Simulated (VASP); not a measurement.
Input of a VASP 6.6.1 run:

File INCAR:

```
SYSTEM = W
PREC = Accurate ; ENCUT = 520
EDIFF = 1E-7 ; ISMEAR = 0
SIGMA = 0.1 ; LREAL = .FALSE.
LASPH = .TRUE. ; NELM = 100
ALGO = Normal ; ISIF = 2
LWAVE = .FALSE. ; LCHARG = .FALSE.
LDIPOL = .TRUE. ; IDIPOL = 3
DIPOL = 0.5 0.5 0.500 ; GGA = PE
IBRION = 2 ; NSW = 70
EDIFFG = -0.03
```

File KPOINTS:

```
Automatic mesh
0
G
  9 9 1
  0 0 0
```

Contents of POSCAR:

```
W
1.0
    3.1836991685      0.0000000000      0.0000000000
    0.0000000000      3.1836991685      0.0000000000
    0.0000000000      0.0000000000     18.7755487527
W
4
Selective dynamics
Direct
    0.5000000000      0.5000000000      0.3728253215  F F F
    0.0000000000      0.0000000000      0.4576084405  F F F
    0.5000000000      0.5000000000      0.5423915595  T T T
    0.0000000000      0.0000000000      0.6271746785  T T T
```

Potentials or basis: VASP PAW PBE potentials, release 64 (W_sv).

Run with:

```bash
$ cat potpaw_PBE.64/W_sv/POTCAR > POTCAR
$ mpirun -np 1 vasp_std > vasp.out
```

Question: Predict the energy gained by relaxing.

Answer: 49.2 meV/atom.

Question: Estimate the band gap on the k mesh.

Answer: Zero (bands 28 and 29 overlap by 1.65 eV).

Step by step:
```tsv
step	energy change (eV)	largest force on free atoms (eV/Å)	pressure (GPa)
1	0.0000	1.9502	-6.51
2	-0.1904	0.2969	-5.08
3	-0.1912	0.1809	-4.96
4	-0.1912	0.1923	-4.92
5	-0.1935	0.1689	-4.79
6	-0.1967	0.0928	-4.38
7	-0.1967	0.0735	-4.48
8	-0.1969	0.0049	-4.43
```

Caveat: spin-orbit coupling is left out, which moves the levels of the heavy elements.
